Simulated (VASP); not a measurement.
# W (I4/mmm) in VASP: a series of runs, part 2 of 2

VASP 6.6.1. Earlier steps stand in the parts before.

**4. Single point, PBEsol (strain +0.040 along x and y, -0.040 along z)**

Input file INCAR:

```
PREC     = Accurate       # precision mode
ENCUT    = 520            # plane-wave cutoff, eV
EDIFF    = 1E-6           # SCF threshold, eV
ISMEAR   = 0              # smearing method
SIGMA    = 0.15           # smearing width, eV
LREAL    = F              # projectors in reciprocal space
LASPH    = T              # aspherical terms in the spheres
NELM     = 100            # most SCF steps
ALGO     = Fast           # electronic algorithm
ISIF     = 2              # what is computed and relaxed
LWAVE    = F              # write WAVECAR
LCHARG   = T              # write CHGCAR
GGA      = PS             # functional
LELF     = T              # ELF
LVHAR    = T            
NBANDS   = 13             # bands
```

Input file KPOINTS:

```
regular mesh
0
Gamma
  20 20 20
```

Input file POSCAR:

```
W
1.0
   -1.6611920000      1.6611920000      1.5334080000
    1.6611920000     -1.6611920000      1.5334080000
    1.6611920000      1.6611920000     -1.5334080000
W
1
Direct
    0.0000000000      0.0000000000      0.0000000000
```

Launch:

```console
> cat potpaw_PBE.64/W_sv/POTCAR > POTCAR
> mpirun -np 1 vasp_std > vasp.out
```

Run time: 3.3 min. Hardware: 1 thread of AMD EPYC 7R13 (Zen 3), shared host; peak memory 0.22 GiB.

It converged, with:

```
Free energy            : -13.6628 eV
Pressure               : -19.5 GPa
Band gap on the k mesh : zero (band 7 reaches 14.98 eV, above the bottom of band 8 at 9.28 eV)
```

Stress tensor (GPa, compression positive):
```
-27.09   0.00   0.00
  0.00 -27.09   0.00
  0.00   0.00  -4.41
```

Levels at points of the mesh, in eV from the Fermi level:
```tsv
k point	band 5	band 6	band 7	band 8	band 9	band 10
(0.00, 0.00, 0.00)	-9.29	-1.75	-0.72	-0.72	1.33	2.68
(0.50, 0.00, 0.00)	-5.85	-3.57	0.72	1.97	3.51	5.58
(0.50, 0.50, 0.00)	-5.92	-2.53	0.11	1.07	2.41	5.45
(0.50, 0.50, 0.50)	-5.44	-5.25	4.63	4.63	4.94	7.04
```

Caveat: the cell differs from its parent crystal (strain +0.040 along x and y, -0.040 along z); the PAW data sets were made with another functional, which shifts forces and pressure a little; spin-orbit coupling is left out, which moves the levels of the heavy elements.

**5. Single point, PBEsol (strain +0.080 along x and y, -0.080 along z)**

Input file INCAR:

```
SYSTEM = W
PREC     = Accurate       ! precision mode
ENCUT    = 520            ! plane-wave cutoff, eV
EDIFF    = 1E-6           ! SCF threshold, eV
ISMEAR   = 0              ! smearing method
SIGMA    = 0.15           ! smearing width, eV
LREAL    = .False.        ! projectors in reciprocal space
LASPH    = .True.         ! aspherical terms in the spheres
NELM     = 60             ! most SCF steps
ALGO     = Fast           ! electronic algorithm
ISIF     = 2              ! what is computed and relaxed
LWAVE    = .False.        ! write WAVECAR
LCHARG   = .False.        ! write CHGCAR
GGA      = PS             ! functional
NBANDS   = 13             ! bands
```

Input file KPOINTS:

```
regular mesh
0
Gamma
  20 20 20
  0 0 0
```

Input file POSCAR:

```
W
1.0
   -1.7250840000      1.7250840000      1.4695160000
    1.7250840000     -1.7250840000      1.4695160000
    1.7250840000      1.7250840000     -1.4695160000
W
1
Direct
    0.0000000000      0.0000000000      0.0000000000
```

Potentials or basis: VASP PAW PBE potentials, release 64 (W_sv).

Launch:

```console
> cat potpaw_PBE.64/W_sv/POTCAR > POTCAR
> mpirun -np 1 vasp_std > vasp.out
```

OUTCAR:

```text
SYSTEM = W
   PREC = Accurate
   ENCUT = 520
   EDIFF = 1E-6
   ISMEAR = 0
   LREAL = .False.
   LASPH = .True.
   NELM = 60
   ISIF = 2
   GGA = PS

 ion  position               nearest neighbor table
   1  0.000  0.000  0.000-

  LATTYP: Found a body centered tetragonal cell.
 ALAT       =     3.4501680000
 C/A-ratio  =     0.8518518519

  Lattice vectors:

 A1 = (  -1.7250840000,   1.7250840000,   1.4695160000)
 A2 = (   1.7250840000,  -1.7250840000,   1.4695160000)
 A3 = (   1.7250840000,   1.7250840000,  -1.4695160000)

Analysis of symmetry for initial positions (statically):
=====================================================================
 Subroutine PRICEL returns:
 Original cell was already a primitive cell.

 Routine SETGRP: Setting up the symmetry group for a
 body centered tetragonal supercell.

 Subroutine GETGRP returns: Found 16 space group operations
 (whereof 16 operations were pure point group operations)
 out of a pool of 16 trial point group operations.

[... 169 lines left out ...]
 k-point     1 :       0.0000    0.0000    0.0000
  band No.  band energies     occupation
      1     -64.3496      2.00000
      2     -28.0808      2.00000
      3     -28.0808      2.00000
      4     -27.9264      2.00000
      5       0.8115      2.00000
      6       7.6946      2.00000
      7       9.7686      1.55071
      8       9.7686      1.55071
      9      10.3609      0.00000
     10      12.9367      0.00000
     11      23.4314      0.00000
     12      23.4314      0.00000
     13      26.6071      0.00000
[... 354 lines left out ...]
  band No.  band energies     occupation
      1     -64.2802      2.00000
      2     -28.6934      2.00000
      3     -28.3126      2.00000
      4     -28.0868      2.00000
      5       4.0841      2.00000
      6       6.8551      2.00000
      7       8.5399      2.00000
      8      11.9241      0.00000
      9      12.2333      0.00000
     10      12.8389      0.00000
     11      21.9676      0.00000
     12      25.4706      0.00000
     13      27.4894      0.00000

 [... further k-points ...]

------------------------ aborting loop because EDIFF is reached ----------------------------------------

  FORCE on cell =-STRESS in cart. coord.  units (eV):
  Direction    XX          YY          ZZ          XY          YZ          ZX
  --------------------------------------------------------------------------------------
  -------------------------------------------------------------------------------------
  Total       -3.7984383     -3.7984383     -0.2934415      0.0000000      0.0000000      0.0000000
  in kB     -347.9051431   -347.9051431    -26.8767865      0.0000000      0.0000000      0.0000000
  external PRESSURE =    -240.8956909 kB  Pullay stress =       0.0000000 kB

 VOLUME and BASIS-vectors are now :
 -----------------------------------------------------------------------------
  energy-cutoff  :      520.00
  volume of cell :       17.49
      direct lattice vectors                 reciprocal lattice vectors
    -1.725084000  1.725084000  1.469516000     0.000000000  0.289840958  0.340248082
     1.725084000 -1.725084000  1.469516000     0.289840958  0.000000000  0.340248082
     1.725084000  1.725084000 -1.469516000     0.289840958  0.289840958  0.000000000

 POSITION                                       TOTAL-FORCE (eV/Angst)
 -----------------------------------------------------------------------------------
      0.00000      0.00000      0.00000        -0.000000      0.000000      0.000000
 -----------------------------------------------------------------------------------
    total drift:                               -0.000000      0.000000      0.000000

  FREE ENERGIE OF THE ION-ELECTRON SYSTEM (eV)
  ---------------------------------------------------
  free  energy   TOTEN  =       -13.4144233087 eV

  energy  without entropy=      -13.4058615232  energy(sigma->0) =      -13.41014242
```

OSZICAR:

```text
N       E                     dE             d eps       ncg     rms          rms(c)
DAV:   1     0.844441361280E+02    0.84444E+02   -0.74900E+03 16706   0.121E+03
DAV:   2    -0.124769272895E+02   -0.96921E+02   -0.93121E+02 18681   0.313E+02
DAV:   3    -0.141795670615E+02   -0.17026E+01   -0.16960E+01 18491   0.403E+01
DAV:   4    -0.141872889221E+02   -0.77219E-02   -0.77217E-02 18396   0.302E+00
DAV:   5    -0.141873619644E+02   -0.73042E-04   -0.73042E-04 18746   0.277E-01    0.180E+01
RMM:   6    -0.135625977381E+02    0.62476E+00   -0.53666E-01 18211   0.655E+00    0.685E+00
RMM:   7    -0.134185065179E+02    0.14409E+00   -0.34118E-01 18385   0.516E+00    0.103E+00
RMM:   8    -0.134148389613E+02    0.36676E-02   -0.13878E-02 20615   0.124E+00    0.265E-01
RMM:   9    -0.134144349074E+02    0.40405E-03   -0.21034E-03 20091   0.523E-01    0.335E-02
RMM:  10    -0.134144259734E+02    0.89340E-05   -0.35935E-04 20820   0.221E-01    0.229E-02
RMM:  11    -0.134144241164E+02    0.18571E-05   -0.24951E-05 21356   0.653E-02    0.363E-03
RMM:  12    -0.134144233087E+02    0.80771E-06   -0.58730E-06 18228   0.290E-02
   1 F= -.13414423E+02 E0= -.13410142E+02  d E =-.856179E-02
```

stdout:

```text
POSCAR found type information on POSCAR W
 POSCAR found :  1 types and       1 ions
 scaLAPACK will be used
 -----------------------------------------------------------------------------
|                                                                             |
|                                                                             |
|     You enforced a specific xc type in the INCAR file but a different       |
|     I HOPE YOU KNOW WHAT YOU ARE DOING!                                     |
|                                                                             |
 -----------------------------------------------------------------------------

 LDA part: xc-table for (Slater+PW92), standard interpolation
 POSCAR, INCAR and KPOINTS ok, starting setup
 FFT: planning ... GRIDC
 FFT: planning ... GRID_SOFT
 FFT: planning ... GRID
 WAVECAR not read
 entering main loop
WARNING in EDDRMM: call to ZHEGV failed, returncode =   8  4     13
WARNING in EDDRMM: call to ZHEGV failed, returncode =   8  4     11
WARNING in EDDRMM: call to ZHEGV failed, returncode =   6  3     13
```

It took 3.1 min on 1 thread of AMD EPYC 7R13 (Zen 3), shared host; peak memory 0.22 GiB.

Results:

```yaml
Free_energy: -13.4144 eV
Pressure: -24.1 GPa
Band_gap_on_the_k_mesh: zero (band 7 reaches 14.33 eV, above the bottom of band 8 at 8.64 eV)
```

Caveat: the cell differs from its parent crystal (strain +0.080 along x and y, -0.080 along z); the PAW data sets were made with another functional, which shifts forces and pressure a little; spin-orbit coupling is left out, which moves the levels of the heavy elements.

**6. Single point, PBEsol (strain +0.000 along x and y, +0.080 along z)**

Input file INCAR:

```
ALGO = Fast
EDIFF = 1E-6
ENCUT = 520
GGA = PS
ISIF = 2
ISMEAR = 0
LASPH = T
LCHARG = F
LREAL = F
LWAVE = F
NBANDS = 13
NELM = 80
PREC = Accurate
SIGMA = 0.15
```

Input file KPOINTS:

```
k-points
0
Gamma
  20 20 20
```

Input file POSCAR:

```
W
1.0
   -1.5973000000      1.5973000000      1.7250840000
    1.5973000000     -1.5973000000      1.7250840000
    1.5973000000      1.5973000000     -1.7250840000
W
1
Direct
    0.0000000000      0.0000000000      0.0000000000
```

Potentials or basis: VASP PAW PBE potentials, release 64 (W_sv).

Launch:

```console
> cat potpaw_PBE.64/W_sv/POTCAR > POTCAR
> mpirun -np 1 vasp_std > vasp.out
```

Wall time 3.3 min (1 thread of AMD EPYC 7R13 (Zen 3), shared host); peak memory 0.22 GiB.

The run converged. Its results:

| Property | Result |
| --- | --- |
| Free energy | -13.5702 eV |
| Pressure | -28.3 GPa |
| Band gap on the k mesh | zero (band 7 reaches 14.10 eV, above the bottom of band 8 at 9.15 eV) |

Stress tensor (GPa, compression positive):
```
-22.44   0.00   0.00
  0.00 -22.44   0.00
  0.00   0.00 -39.87
```

Levels at points of the mesh, in eV from the Fermi level:
```
           k point  band 4  band 5  band 6  band 7  band 8  band 9  band 10  band 11
(0.00, 0.00, 0.00)  -37.97   -9.05   -1.29   -1.29   -0.45    1.38     2.46    13.49
(0.50, 0.00, 0.00)  -37.98   -5.65   -2.75    0.25    1.18    2.81     5.15     9.28
(0.50, 0.50, 0.00)  -38.02   -5.59   -3.64    0.78    2.59    3.10     5.39     9.82
(0.50, 0.50, 0.50)  -38.56   -5.15   -4.95    4.28    4.57    4.57     6.16     8.16
```

Caveat: the cell differs from its parent crystal (strain +0.000 along x and y, +0.080 along z); the PAW data sets were made with another functional, which shifts forces and pressure a little; spin-orbit coupling is left out, which moves the levels of the heavy elements.

**7. Overview**

```csv
cell,gap on the mesh (eV),pressure (GPa)
"a = 2.771 Å, angles 112.8, 112.8, 103.0°, 1 atom",none,-7.8
"a = 2.771 Å, angles 106.3, 106.3, 115.9°, 1 atom",none,-7.1
"a = 2.805 Å, angles 107.4, 107.4, 113.7°, 1 atom",none,-19.5
"a = 2.848 Å, angles 105.4, 105.4, 117.9°, 1 atom",none,-24.1
"a = 2.842 Å, angles 111.6, 111.6, 105.3°, 1 atom",none,-28.3
```

Alike in all rows: task single point; level PBEsol; potentials or basis VASP PAW PBE potentials, release 64 (W_sv); no spin polarisation; k mesh 20 × 20 × 20; cutoff (eV) 520; smearing gaussian 0.15 eV.

Caveats: the PAW data sets were made with another functional, which shifts forces and pressure a little; spin-orbit coupling is left out, which moves the levels of the heavy elements.

Total energies depend on the potentials used, so only differences within one code and one set of settings carry meaning.
